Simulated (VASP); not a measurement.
# Zr (P1) in VASP: a series of runs, part 2 of 2

VASP 6.6.1. Earlier steps stand in the parts before.

## (4) Single point, PBE

INCAR reads:

```
SYSTEM = Zr
PREC     = Accurate       ! precision mode
ENCUT    = 520            ! plane-wave cutoff, eV
EDIFF    = 1E-6           ! SCF threshold, eV
ISMEAR   = -1             ! smearing method
SIGMA    = 0.08           ! smearing width, eV
LREAL    = .False.        ! projectors in reciprocal space
LASPH    = .True.         ! aspherical terms in the spheres
NELM     = 60             ! most SCF steps
ALGO     = Normal         ! electronic algorithm
ISIF     = 2              ! what is computed and relaxed
LWAVE    = .False.        ! write WAVECAR
LCHARG   = .False.        ! write CHGCAR
GGA      = PE             ! functional
NBANDS   = 32             ! bands
```

KPOINTS reads:

```
Automatic mesh
0
Gamma
  4 4 7
  0 0 0
```

POSCAR reads:

```
Zr
1.0
   -3.5816945418      3.5816945418      3.5816945418
    3.5816945418     -3.5816945418      3.5816945418
    1.7908472709      1.7908472709     -1.7908472709
Zr
4
Direct
   -0.0468194588     -0.0301339209     -0.0940362156
   -0.0013104133      0.5084530461     -0.0195460554
    0.5225890924      0.0050608727      0.0912512209
    0.5255407679      0.5166199905      0.0223310500
```

Potentials or basis: VASP PAW PBE potentials, release 64 (Zr_sv).

Started as:

```console
$ cat potpaw_PBE.64/Zr_sv/POTCAR > POTCAR
$ mpirun -np 1 vasp_std > vasp.out
```

OUTCAR:

```text
SYSTEM = Zr
   PREC = Accurate
   ENCUT = 520
   EDIFF = 1E-6
   ISMEAR = -1
   LREAL = .False.
   LASPH = .True.
   NELM = 60
   ISIF = 2
   GGA = PE

 ion  position               nearest neighbor table
   1  0.953  0.970  0.906-   4 2.74   3 2.97   2 3.04   3 3.13   2 3.18   3 3.30   4 3.38   4 3.47
                             2 3.48   2 3.70   4 3.81
   2  0.999  0.508  0.980-   3 2.96   4 3.00   1 3.04   1 3.18   4 3.21   3 3.27   4 3.44   3 3.47
                             1 3.48   1 3.70   3 3.72   4 3.72
   3  0.523  0.005  0.091-   2 2.96   4 2.97   1 2.97   1 3.13   4 3.25   2 3.27   1 3.30   2 3.47
                             4 3.50   4 3.68   2 3.72
   4  0.526  0.517  0.022-   1 2.74   3 2.97   2 3.00   2 3.21   3 3.25   1 3.38   2 3.44   1 3.47
                             3 3.50   3 3.68   2 3.72   1 3.81

  LATTYP: Found a trigonal (rhomboedric) cell.
 ALAT       =     5.9395684544
 COS(alpha) =    -0.4545454545

  Lattice vectors:

 A1 = (  -1.7908472709,  -1.7908472709,  -5.3725418127)
 A2 = (  -1.7908472709,   5.3725418127,   1.7908472709)
 A3 = (   5.3725418127,  -1.7908472709,   1.7908472709)

Analysis of symmetry for initial positions (statically):
=====================================================================
 Subroutine PRICEL returns:
 Original cell was already a primitive cell.

 Routine SETGRP: Setting up the symmetry group for a
 trigonal (rhombohedral) supercell.

 Subroutine GETGRP returns: Found  1 space group operations
 (whereof  1 operations were pure point group operations)
 out of a pool of 12 trial point group operations.

The static configuration has the point symmetry C_1 .

Analysis of symmetry for dynamics (positions and initial velocities):
=====================================================================
 Subroutine PRICEL returns:
 Original cell was already a primitive cell.

 Routine SETGRP: Setting up the symmetry group for a
 trigonal (rhombohedral) supercell.

 Subroutine GETGRP returns: Found  1 space group operations
 (whereof  1 operations were pure point group operations)
 out of a pool of 12 trial point group operations.

The dynamic configuration has the point symmetry C_1 .

 Subroutine INISYM returns: Found  1 space group operations
 (whereof  1 operations are pure point group operations),
 and found     1 'primitive' translations

----------------------------------------------------------------------------------------

                                     Primitive cell

  volume of cell :      91.8958

  direct lattice vectors                    reciprocal lattice vectors
    -3.581694542  3.581694542  3.581694542     0.000000000  0.139598727  0.139598727
     3.581694542 -3.581694542  3.581694542     0.139598727  0.000000000  0.139598727
     1.790847271  1.790847271 -1.790847271     0.279197455  0.279197455  0.000000000

  length of vectors
     6.203676924  6.203676924  3.101838462     0.197422414  0.197422414  0.394844827

  position of ions in fractional coordinates (direct lattice)
     0.953180541  0.969866079  0.905963784
     0.998689587  0.508453046  0.980453945
     0.522589092  0.005060873  0.091251221
     0.525540768  0.516619990  0.022331050

  ion indices of the primitive-cell ions
   primitive index   ion index
                 1           1
                 2           2
                 3           3
                 4           4
[... 50 lines left out ...]
            Coordinates               Weight
  0.000000  0.000000  0.000000      1.000000
  0.250000  0.000000  0.000000      2.000000
  0.500000  0.000000  0.000000      1.000000
  0.000000  0.250000  0.000000      2.000000
  0.250000  0.250000  0.000000      2.000000
  0.500000  0.250000  0.000000      2.000000
[... 16 lines left out ...]
 -0.000000 -0.250000  0.142857      2.000000
  0.250000 -0.250000  0.142857      2.000000
 [... further k-points ...]
   k-points           NKPTS =     58   k-points in BZ     NKDIM =     58   number of bands    NBANDS=     32
   number of dos      NEDOS =    301   number of ions     NIONS =      4
   total plane-waves  NPLWV =  55296
   dimension x,y,z NGX =    48 NGY =   48 NGZ =   24
   dimension x,y,z NGXF=    96 NGYF=   96 NGZF=   48
   ions per type =               4
   NGX,Y,Z   is equivalent  to a cutoff of  12.86, 12.86, 12.86 a.u.
   NGXF,Y,Z  is equivalent  to a cutoff of  25.73, 25.73, 25.73 a.u.
 SYSTEM =  Zr
   PREC   = accura    normal or accurate (medium, high low for compatibility)
   ISTART =      0    job   : 0-new  1-cont  2-samecut
   ICHARG =      2    charge: 1-file 2-atom 10-const
   ISPIN  =      1    spin polarized calculation?
   LNONCOLLINEAR =      F non collinear calculations
   LSORBIT =      F    spin-orbit coupling
   LASPH  =      T    aspherical Exc in radial PAW
   ENCUT  =  520.0 eV  38.22 Ry    6.18 a.u.  11.53 11.53  5.77*2*pi/ulx,y,z
   NELM   =     60;   NELMIN=  2; NELMDL= -5     # of ELM steps
   EDIFF  = 0.1E-05   stopping-criterion for ELM
   LREAL  =      F    real-space projection
   EDIFFG = 0.1E-04   stopping-criterion for IOM
   NSW    =      0    number of steps for IOM
   IBRION =     -1    ionic relax: 0-MD 1-quasi-New 2-CG
   NFREE  =      0    steps in history (QN), initial steepest desc. (CG)
   ISIF   =      2    stress and relaxation
   ISYM   =      2    0-nonsym 1-usesym 2-fastsym
   POTIM  = 0.5000    time-step for ionic-motion
   TEBEG  =    0.0;   TEEND  =   0.0 temperature during run
   PSTRESS=    0.0 pullay stress
   NELECT =      48.0000    total number of electrons
   NUPDOWN=      -1.0000    fix difference up-down
   EMIN   =  10.00;   EMAX   =-10.00  energy-range for DOS
   EFERMI =   0.00;   METHOD = LEGACY
   ISMEAR =    -1;   SIGMA  =   0.08  broadening in eV -4-tet -1-fermi 0-gaus
   EFERMI_NEDOS =   21; number of points for ismear=-14 and -15
   IALGO  =     38    algorithm
   IMIX   =      4    mixing-type and parameters
     AMIX     =   0.40;   BMIX     =  1.00
     AMIX_MAG =   1.60;   BMIX_MAG =  1.00
  volume/ion in A,a.u.               =      22.97       155.04
  Fermi-wavevector in a.u.,A,eV,Ry     =   1.318429  2.491469 23.650390  1.738255
  Thomas-Fermi vector in A             =   2.448399
   LORBIT       =      0    0 simple, 1 ext, 2 COOP (PROOUT), +10 PAW based schemes
   GGA     = PE    functional components
   LHFCALC =     F    Hartree Fock is set to
   AEXX    =    0.0000 exact exchange contribution
   IVDW    =     0    specifies the selected vdW correction
   LEPSILON=     F    determine dielectric tensor
   LRPA    =     F    only Hartree local field effects (RPA)
 non-spin polarized calculation
  energy-cutoff  :      520.00
  volume of cell :       91.90
 maximum number of plane-waves:      2492
 NGX is ok and might be reduce to    48
   NGX = 23   NGY = 23   NGZ = 11

 number of electron      48.0000000 magnetization

 Free energy of the ion-electron system (eV)
  ---------------------------------------------------
  ext. energy  EPLUGINS =         0.00000000
  ---------------------------------------------------
  free energy    TOTEN  =       -33.59524237 eV

  energy without entropy =      -33.45992547  energy(sigma->0) =      -33.52758392

 E-fermi :   8.8289     XC(G=0): -11.1061

 val. band max:        8.8261864400   @ k =  -0.2500   0.5000   0.4286
 cond. band min:       8.8358952474   @ k =   0.0000   0.5000   0.1429
 fundamental gap:      0.0097088073
 Fermi energy:         8.8289388644

 k-point     1 :       0.0000    0.0000    0.0000
  band No.  band energies     occupation
      1     -39.6494      2.00000
      2     -39.4948      2.00000
      3     -39.4580      2.00000
      4     -39.3833      2.00000
      5     -18.2775      2.00000
      6     -18.1689      2.00000
[... 829 lines left out ...]
     31      10.9933      0.00000
     32      11.3845      0.00000

 [... further k-points ...]

------------------------ aborting loop because EDIFF is reached ----------------------------------------

  FORCE on cell =-STRESS in cart. coord.  units (eV):
  Direction    XX          YY          ZZ          XY          YZ          ZX
  --------------------------------------------------------------------------------------
  -------------------------------------------------------------------------------------
  Total        1.5749651      0.9969419      1.0273628      0.4524449      0.4509179      0.2582584
  in kB       27.4590748     17.3814023     17.9117822      7.8882490      7.8616269      4.5026631
  external PRESSURE =      20.9174198 kB  Pullay stress =       0.0000000 kB

 VOLUME and BASIS-vectors are now :
 -----------------------------------------------------------------------------
  energy-cutoff  :      520.00
  volume of cell :       91.90
      direct lattice vectors                 reciprocal lattice vectors
    -3.581694542  3.581694542  3.581694542     0.000000000  0.139598727  0.139598727
     3.581694542 -3.581694542  3.581694542     0.139598727  0.000000000  0.139598727
     1.790847271  1.790847271 -1.790847271     0.279197455  0.279197455  0.000000000

 POSITION                                       TOTAL-FORCE (eV/Angst)
 -----------------------------------------------------------------------------------
      1.68221      1.56268      5.26532         0.514995      0.876419      1.029842
     -0.00003      3.51172      3.64228        -0.063752      0.281241      0.314971
     -1.69021      2.01704      1.72646         0.318443     -0.734552     -0.435023
      0.00804      0.07194      3.69271        -0.769686     -0.423109     -0.909790
 -----------------------------------------------------------------------------------
    total drift:                                0.000143      0.000233      0.000327

  FREE ENERGIE OF THE ION-ELECTRON SYSTEM (eV)
  ---------------------------------------------------
  free  energy   TOTEN  =       -33.5952423673 eV

  energy  without entropy=      -33.4599254656  energy(sigma->0) =      -33.52758392
```

It took 76 s on 1 thread of Intel Xeon 6975P-C (Granite Rapids), shared host; peak memory 0.28 GiB.

Results:

```yaml
Free_energy: -33.5952 eV
Pressure: 2.1 GPa
Largest_force: 1.447 eV/Å
Band_gap_on_the_k_mesh: zero (bands 24 and 25 overlap by 1.03 eV)
```

Forces on the atoms (eV/Å):
```
Zr   0.515  0.876  1.030
Zr  -0.064  0.281  0.315
Zr   0.318 -0.735 -0.435
Zr  -0.770 -0.423 -0.910
```

Caveat: forces of over 1 eV/Å act on the atoms, so gaps and moduli don't describe the material at rest.

## (5) Summary

| cell | gap on the mesh (eV) | pressure (GPa) | largest force (eV/Å) |
| --- | --- | --- | --- |
| as given, atomic positions A | none | 0.4 | 0.38 |
| as given, atomic positions B | none | 1.1 | 0.84 |
| as given, atomic positions C | none | 2.1 | 1.45 |

Alike in all rows: task single point; level PBE; potentials or basis VASP PAW PBE potentials, release 64 (Zr_sv); no spin polarisation; k mesh 4 × 4 × 7; cutoff (eV) 520; smearing fermi-dirac 0.08 eV.

Caveats: forces of over 1 eV/Å act on the atoms, so gaps and moduli don't describe the material at rest (at least some runs).

Total energies depend on the potentials used, so only differences within one code and one set of settings carry meaning.
